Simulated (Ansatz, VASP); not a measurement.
TiB2 in VASP and in Ansatz

File INCAR:

```
ALGO = Normal
EDIFF = 1E-6
ENCUT = 520
GGA = PE
ISIF = 2
ISMEAR = 0
LASPH = True
LCHARG = False
LREAL = False
LWAVE = False
NBANDS = 16
NELM = 60
PREC = Accurate
SIGMA = 0.05
```

The input KPOINTS:

```
k-points
0
Gamma
  12 12 10
```

Contents of POSCAR:

```
TiB2
1.0
    3.0292000000      0.0000000000      0.0000000000
   -1.5146000000      2.6233641531      0.0000000000
    0.0000000000      0.0000000000      3.2284000000
Ti B
1 2
Direct
    0.0000000000      0.0000000000      0.0000000000
    0.3333333333      0.6666666667      0.5000000000
    0.6666666667      0.3333333333      0.5000000000
```

Input for Ansatz:

```yaml
crystal:
  lattice:
    - [3.0292, 0.0, 0.0]
    - [-1.5146, 2.6233641531, 0.0]
    - [0.0, 0.0, 3.2284]
  atoms:
    - { symbol: Ti, position: [0.0, 0.0, 0.0] }
    - { symbol: B, position: [0.3333333333, 0.6666666667, 0.5] }
    - { symbol: B, position: [0.6666666667, 0.3333333333, 0.5] }
basis:
  ecutwfc: 420
  fft_grid_basis: typed
kpoints:
  mp_grid: { grid: [12, 12, 10] }
hamiltonian:
  xc: pbe
  pseudopotentials: { kind: paw }
scf:
  occupations: { method: gaussian, width: 0.05 }
output:
  forces: true
  stress: true
  eigenvalues: true
  bader: true
  write_density: true
  volumetric_format: npy
  elf: true
```

Alike in both runs: task single point; functional PBE; k mesh 12 × 12 × 10; occupations gaussian, width 0.05 eV; no spin polarisation.

|  | VASP | Ansatz |
| --- | --- | --- |
| version | VASP 6.6.1 | Ansatz 0.2.0 |
| potentials or method | VASP PAW PBE potentials, release 64 (Ti_sv, B), cutoff 520 eV | scalar-relativistic, plane waves, PAW |
| valence electrons in the cell | 18 | 18 |

|  | VASP | Ansatz | Ansatz less VASP |
| --- | --- | --- | --- |
| gap on the k mesh at the Fermi level (eV) | none | none | - |
| pressure (GPa) | 0.4 | 0.2 | -0.21 |
| traceless stress, the component that is largest in VASP (GPa) | -0.53 | -0.55 | -0.025 |

A gap of «none» marks a metal or a gap that the smearing closes. With one functional, cell and mesh, what is left measures potentials, basis and numerics.
